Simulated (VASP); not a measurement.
A run of VASP 6.6.1 is set up as follows.

INCAR

```
PREC     = Accurate       # precision mode
ENCUT    = 690            # plane-wave cutoff, eV
EDIFF    = 1E-6           # SCF threshold, eV
ISMEAR   = -1             # smearing method
SIGMA    = 0.05           # smearing width, eV
LREAL    = F              # projectors in reciprocal space
LASPH    = T              # aspherical terms in the spheres
NELM     = 200            # most SCF steps
ALGO     = Normal         # electronic algorithm
ISIF     = 2              # what is computed and relaxed
LWAVE    = F              # write WAVECAR
LCHARG   = T              # write CHGCAR
ISPIN    = 2              # spin polarisation
MAGMOM   = 3 3            # initial moments
LORBIT   = 11             # projections on sites
NUPDOWN  = 6.0            # fixed moment
LMAXMIX  = 4              # l up to which the mixer works
GGA      = PE             # functional
LELF     = T              # ELF
LVHAR    = T            
NBANDS   = 28             # bands
GGA_COMPAT= F
```

The input KPOINTS:

```
regular mesh
0
Gamma
  10 10 6
```

File POSCAR:

```
Co
1.0
    2.4873648738      0.0000000000      0.0000000000
   -1.2436824369      2.1541211692      0.0000000000
    0.0000000000      0.0000000000      4.0632895034
Co
2
Direct
    0.3333333333      0.6666666667      0.7401390000
    0.6666666667      0.3333333333      0.2598610000
```

Potentials or basis: VASP PAW PBE potentials, release 64 (Co_sv).

Run with:

```console
$ cat potpaw_PBE.64/Co_sv/POTCAR > POTCAR
$ mpirun -np 1 vasp_std > vasp.out
```

What does it give for the largest force?

1.162 eV/Å.

What does it give for the pressure?

43.8 GPa.

Stress tensor (GPa, compression positive):
```
42.15  0.00  0.00
 0.00 42.15  0.00
 0.00  0.00 47.01
```

Caveat: the cell stands under pressure; the total moment is fixed, so each spin has its own Fermi level and the state may be an excited one; forces of over 1 eV/Å act on the atoms, so gaps and moduli don't describe the material at rest.
